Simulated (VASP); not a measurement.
# Au (Fm-3m) in VASP: further runs

Au is run at these levels: PBE+D3(BJ), PBEsol; tasks: single point.

All numbers are computed with VASP 6.6.1; they aren't measurements. Logs are shortened: lines on timing, memory, paths and dates and some standing lists are left out, and cuts for length are marked.

## 1. The cell of the first run

Symmetry: Fm-3m, No. 225, cubic system. The conventional cell has a = 3.778 Å, b = 3.778 Å, c = 3.778 Å, α = 90.00°, β = 90.00°, γ = 90.00°. Within 3.5 Å of Au (site symmetry m-3m) lie 12 Au at 2.67 Å.

## 2. Single point, PBE+D3(BJ)

INCAR reads:

```
PREC = Accurate
ENCUT = 500
EDIFF = 1E-6
ISMEAR = 1
SIGMA = 0.05
LREAL = F
LASPH = T
NELM = 120
ALGO = Normal
ISIF = 2
LWAVE = F
LCHARG = F
GGA = PE
IVDW = 12
NBANDS = 12
GGA_COMPAT = F
```

KPOINTS reads:

```
Automatic mesh
0
Gamma
  11 11 11
```

POSCAR reads:

```
Au
1.0
    0.0000000000      1.8891266550      1.8891266550
    1.8891266550      0.0000000000      1.8891266550
    1.8891266550      1.8891266550      0.0000000000
Au
1
Direct
    0.0000000000      0.0000000000      0.0000000000
```

Potentials or basis: VASP PAW PBE potentials, release 64 (Au).

Run with:

```sh
> cat potpaw_PBE.64/Au/POTCAR > POTCAR
> mpirun -np 1 vasp_std > vasp.out
```

OUTCAR:

```text
PREC = Accurate
   ENCUT = 500
   EDIFF = 1E-6
   ISMEAR = 1
   LREAL = F
   LASPH = T
   NELM = 120
   ISIF = 2
   GGA = PE
   IVDW = 12
 IVDW          = 12

 ion  position               nearest neighbor table
   1  0.000  0.000  0.000-

  LATTYP: Found a face centered cubic cell.
 ALAT       =     3.7782533100

  Lattice vectors:

 A1 = (   0.0000000000,   1.8891266550,   1.8891266550)
 A2 = (   1.8891266550,   0.0000000000,   1.8891266550)
 A3 = (   1.8891266550,   1.8891266550,   0.0000000000)

Analysis of symmetry for initial positions (statically):
=====================================================================
 Subroutine PRICEL returns:
 Original cell was already a primitive cell.

 Routine SETGRP: Setting up the symmetry group for a
 face centered cubic supercell.

 Subroutine GETGRP returns: Found 48 space group operations
 (whereof 48 operations were pure point group operations)
 out of a pool of 48 trial point group operations.

The static configuration has the point symmetry O_h .

Analysis of symmetry for dynamics (positions and initial velocities):
=====================================================================
 Subroutine PRICEL returns:
 Original cell was already a primitive cell.

 Routine SETGRP: Setting up the symmetry group for a
 face centered cubic supercell.

 Subroutine GETGRP returns: Found 48 space group operations
 (whereof 48 operations were pure point group operations)
 out of a pool of 48 trial point group operations.

The dynamic configuration has the point symmetry O_h .

 Subroutine INISYM returns: Found 48 space group operations
 (whereof 48 operations are pure point group operations),
 and found     1 'primitive' translations

----------------------------------------------------------------------------------------

                                     Primitive cell

  volume of cell :      13.4838

  direct lattice vectors                    reciprocal lattice vectors
     0.000000000  1.889126655  1.889126655    -0.264672566  0.264672566  0.264672566
     1.889126655  0.000000000  1.889126655     0.264672566 -0.264672566  0.264672566
     1.889126655  1.889126655  0.000000000     0.264672566  0.264672566 -0.264672566

  length of vectors
     2.671628537  2.671628537  2.671628537     0.458426332  0.458426332  0.458426332

  position of ions in fractional coordinates (direct lattice)
     0.000000000  0.000000000  0.000000000

  ion indices of the primitive-cell ions
   primitive index   ion index
                 1           1

----------------------------------------------------------------------------------------
[... 82 lines left out ...]
   NUPDOWN=      -1.0000    fix difference up-down
   EMIN   =  10.00;   EMAX   =-10.00  energy-range for DOS
   EFERMI =   0.00;   METHOD = LEGACY
   ISMEAR =     1;   SIGMA  =   0.05  broadening in eV -4-tet -1-fermi 0-gaus
   EFERMI_NEDOS =   21; number of points for ismear=-14 and -15
   IALGO  =     38    algorithm
   IMIX   =      4    mixing-type and parameters
     AMIX     =   0.40;   BMIX     =  1.00
     AMIX_MAG =   1.60;   BMIX_MAG =  1.00
  volume/ion in A,a.u.               =      13.48        90.99
  Fermi-wavevector in a.u.,A,eV,Ry     =   1.529683  2.890681 31.836664  2.339929
  Thomas-Fermi vector in A             =   2.637270
   LORBIT       =      0    0 simple, 1 ext, 2 COOP (PROOUT), +10 PAW based schemes
   GGA     = PE    functional components
   LHFCALC =     F    Hartree Fock is set to
   AEXX    =    0.0000 exact exchange contribution
   IVDW    =    12    specifies the selected vdW correction
   LEPSILON=     F    determine dielectric tensor
   LRPA    =     F    only Hartree local field effects (RPA)
 non-spin polarized calculation
 Methfessel and Paxton  Order N= 1 SIGMA  =   0.05
  energy-cutoff  :      500.00
  volume of cell :       13.48
 maximum number of plane-waves:       350
   NGX =  9   NGY =  9   NGZ =  9

 number of electron      11.0000002 magnetization

 Free energy of the ion-electron system (eV)
  ---------------------------------------------------
  ext. energy  EPLUGINS =         0.00000000
  ---------------------------------------------------
  free energy    TOTEN  =        -2.29915408 eV

  energy without entropy =       -2.29905650  energy(sigma->0) =       -2.29912155

 E-fermi :  13.8247     XC(G=0): -14.1626

 val. band max:       13.8072849595   @ k =  -0.4545   0.0909   0.0000
 cond. band min:      13.9186175817   @ k =   0.4545   0.2727   0.0000
 fundamental gap:      0.1113326222
 Fermi energy:        13.8246888624

 k-point     1 :       0.0000    0.0000    0.0000
  band No.  band energies     occupation
      1       1.3136      2.00000
      2       7.7367      2.00000
      3       7.7367      2.00000
      4       7.7367      2.00000
      5      10.0108      2.00000
      6      10.0108      2.00000
      7      27.8021      0.00000
      8      33.1831      0.00000
      9      33.1831      0.00000
     10      33.1831      0.00000
     11      38.9331      0.00000
     12      46.8886      0.00000
[... 331 lines left out ...]
 k-point    24 :      -0.1818    0.1818    0.0000
  band No.  band energies     occupation
      1       4.4359      2.00000
      2       6.7998      2.00000
      3       7.9628      2.00000
      4       8.9955      2.00000
      5       9.0382      2.00000
      6      11.7435      2.00000
      7      26.7354      0.00000
      8      29.4731      0.00000
      9      32.6444      0.00000
     10      33.7902      0.00000
     11      38.6777      0.00000
     12      42.4652      0.00000

 [... further k-points ...]

------------------------ aborting loop because EDIFF is reached ----------------------------------------

 Edisp (eV)   -0.84932

 E8    (eV) :    -0.3833

  FORCE on cell =-STRESS in cart. coord.  units (eV):
  Direction    XX          YY          ZZ          XY          YZ          ZX
  --------------------------------------------------------------------------------------
  -------------------------------------------------------------------------------------
  Total       6.77642     6.77642     6.77642     0.00000     0.00000    -0.00000
  in kB     805.18823   805.18823   805.18823     0.00000     0.00000    -0.00000
  external pressure =      805.19 kB  Pullay stress =        0.00 kB

 VOLUME and BASIS-vectors are now :
 -----------------------------------------------------------------------------
  energy-cutoff  :      500.00
  volume of cell :       13.48
      direct lattice vectors                 reciprocal lattice vectors
     0.000000000  1.889126655  1.889126655    -0.264672566  0.264672566  0.264672566
     1.889126655  0.000000000  1.889126655     0.264672566 -0.264672566  0.264672566
     1.889126655  1.889126655  0.000000000     0.264672566  0.264672566 -0.264672566

 POSITION                                       TOTAL-FORCE (eV/Angst)
 -----------------------------------------------------------------------------------
      0.00000      0.00000      0.00000         0.000000      0.000000      0.000000
 -----------------------------------------------------------------------------------
    total drift:                                0.000000      0.000000      0.000000

  FREE ENERGIE OF THE ION-ELECTRON SYSTEM (eV)
  ---------------------------------------------------
  free  energy   TOTEN  =        -3.1484710655 eV

  energy  without entropy=       -3.1483734840  energy(sigma->0) =       -3.14843854
```

Wall time 3.8 s (1 thread of Intel Xeon 6975P-C (Granite Rapids), shared host); peak memory 0.14 GiB.

Results:

```
Free energy                : -3.1485 eV
Pressure                   : 80.5 GPa
Band gap on the k mesh     : zero (an odd number of electrons rules out a gap without spin polarisation)
Dispersion energy per atom : -0.849 eV
```

Levels at points of the mesh, in eV from the Fermi level:
| k point | band 2 | band 3 | band 4 | band 5 | band 6 | band 7 | band 8 | band 9 | band 10 | band 11 |
| --- | --- | --- | --- | --- | --- | --- | --- | --- | --- | --- |
| (0.00, 0.00, 0.00) | -6.09 | -6.09 | -6.09 | -3.81 | -3.81 | 13.98 | 19.36 | 19.36 | 19.36 | 25.11 |

Caveat: three body term missing; the cell stands under pressure; spin-orbit coupling is left out, which moves the levels of the heavy elements.

## 3. Single point, PBEsol (21.07 Å³/atom)

This run uses another cell than the first one, of 21.07 Å³/atom.

INCAR reads:

```
PREC = Accurate
ENCUT = 500
EDIFF = 1E-6
ISMEAR = 0
SIGMA = 0.1
LREAL = F
LASPH = T
NELM = 120
ALGO = Normal
ISIF = 2
LWAVE = F
LCHARG = F
GGA = PS
NBANDS = 12
GGA_COMPAT = F
```

KPOINTS is that of step 2.

POSCAR reads:

```
Au
1.0
    0.0000000000      2.1921372950      2.1921372950
    2.1921372950      0.0000000000      2.1921372950
    2.1921372950      2.1921372950      0.0000000000
Au
1
Direct
    0.0000000000      0.0000000000      0.0000000000
```

Potentials or basis: VASP PAW PBE potentials, release 64 (Au).

Run with:

```sh
> cat potpaw_PBE.64/Au/POTCAR > POTCAR
> mpirun -np 1 vasp_std > vasp.out
```

It took 9 s on 1 thread of AMD EPYC 7R13 (Zen 3), shared host; peak memory 0.11 GiB.

It converged, with:

| Item | Value |
| --- | --- |
| Free energy | -3.6056 eV |
| Pressure | -20.1 GPa |
| Band gap on the k mesh | zero (an odd number of electrons rules out a gap without spin polarisation) |

Levels at points of the mesh, in eV from the Fermi level:
| k point | band 2 | band 3 | band 4 | band 5 | band 6 | band 7 | band 8 | band 9 | band 10 | band 11 |
| --- | --- | --- | --- | --- | --- | --- | --- | --- | --- | --- |
| (0.00, 0.00, 0.00) | -3.79 | -3.79 | -3.79 | -2.75 | -2.75 | 14.47 | 17.24 | 17.24 | 17.24 | 21.51 |

Caveat: the cell stands under tension; the PAW data sets were made with another functional, which shifts forces and pressure a little; spin-orbit coupling is left out, which moves the levels of the heavy elements.
